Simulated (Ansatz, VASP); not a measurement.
## One calculation of H5C3, two programs

```
H C
1.0
     6.33845    0.00000    0.00000
     3.03882    5.62890    0.00000
     2.45215    0.25518    7.08071
H C
20 12
Direct
  0.10640 0.76520 0.21980
  0.89360 0.23480 0.78020
  0.81700 0.62240 0.22860
  0.18300 0.37760 0.77140
  0.07150 0.17560 0.13200
  0.92850 0.82440 0.86800
  0.91150 0.21300 0.37330
  0.08850 0.78700 0.62670
  0.37620 0.89440 0.29850
  0.62380 0.10560 0.70150
  0.27980 0.10160 0.46820
  0.72020 0.89840 0.53180
  0.54090 0.15080 0.04820
  0.45910 0.84920 0.95180
  0.68840 0.04360 0.22950
  0.31160 0.95640 0.77050
  0.55720 0.48390 0.14820
  0.44280 0.51610 0.85180
  0.44290 0.42370 0.38840
  0.55710 0.57630 0.61160
  0.16960 0.57470 0.23410
  0.83040 0.42530 0.76590
  0.00770 0.49420 0.24080
  0.99230 0.50580 0.75920
  0.06880 0.23610 0.26360
  0.93120 0.76390 0.73640
  0.31210 0.08540 0.31520
  0.68790 0.91460 0.68480
  0.51020 0.16520 0.20200
  0.48980 0.83480 0.79800
  0.42900 0.41420 0.24640
  0.57100 0.58580 0.75360
```

Alike in both runs: task single point; functional PBE; dispersion D3(BJ); k mesh 4 × 4 × 4; occupations gaussian, width 0.1 eV; no spin polarisation.

|  | VASP | Ansatz |
| --- | --- | --- |
| version | VASP 6.6.1 | Ansatz 0.2.0 |
| potentials or method | VASP PAW PBE potentials, release 64 (H, C), cutoff 520 eV | scalar-relativistic, plane waves, PAW |
| valence electrons in the cell | 68 | 68 |

|  | VASP | Ansatz | Ansatz less VASP |
| --- | --- | --- | --- |
| gap on the k mesh at the Fermi level (eV) | 4.54 | 4.54 | 0.000 |
| least direct gap on the mesh (eV) | 4.64 | 4.64 | 0.000 |
| pressure (GPa) | 0.5 | 0.5 | -0.02 |
| traceless stress, the component that is largest in VASP (GPa) | -2.31 | -2.24 | +0.071 |
| rms of the force components (eV/Å) | 0.396 | 0.396 | -0.0003 |

Atom by atom the forces differ by 0.013 eV/Å (rms over components).
